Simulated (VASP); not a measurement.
InH3:

```
CELL_PARAMETERS angstrom
3.05017 0.00000 0.00000
-1.52509 2.64153 0.00000
0.00000 0.00000 5.33971
ATOMIC_POSITIONS crystal
In 0.00000 0.00000 0.50000
H 0.50000 0.00000 0.00000
H 0.00000 0.50000 0.00000
H 0.50000 0.50000 0.00000
```

```yaml
Program: VASP 6.6.1
Task: relaxation of cell and atoms
Functional: PBE
Potentials_or_basis: VASP PAW PBE potentials, release 64 (In_d, H)
Cutoff: 600 eV
k_mesh: 6 × 6 × 4
Occupations: gaussian, width 0.1 eV
Spin: no spin polarisation
```

At the start: pressure -4.3 GPa; volume 10.76 Å³/atom.

Problem. Where does the relaxation end?

Solution. Over 3 steps the energy falls by 22.2 meV/atom and the volume is 9.73 Å³/atom (-9.5 %); space group P6/mmm (No. 191, to 0.05 Å).

Step by step:
| step | energy change (eV) | largest force (eV/Å) | pressure (GPa) | volume (Å³) |
| --- | --- | --- | --- | --- |
| 1 | 0.0000 | 0.0000 | -4.30 | 43.02 |
| 2 | -0.0534 | 0.0000 | -3.05 | 41.25 |
| 3 | -0.0889 | 0.0000 | -0.04 | 38.92 |

Final structure:
```cif
data_structure
_symmetry_space_group_name_H-M 'P 1'
_symmetry_Int_Tables_number 1
_cell_length_a 2.9155
_cell_length_b 2.9155
_cell_length_c 5.2865
_cell_angle_alpha 90.000
_cell_angle_beta 90.000
_cell_angle_gamma 120.000
_cell_volume 38.92
loop_
_atom_site_label
_atom_site_type_symbol
_atom_site_fract_x
_atom_site_fract_y
_atom_site_fract_z
_atom_site_occupancy
In1 In 0.00000 0.00000 0.50000 1
H1 H 0.50000 0.00000 0.00000 1
H2 H 0.00000 0.50000 0.00000 1
H3 H 0.50000 0.50000 0.00000 1
```

Caveat: the k points lie up to 0.41 Å⁻¹ apart in the final cell.
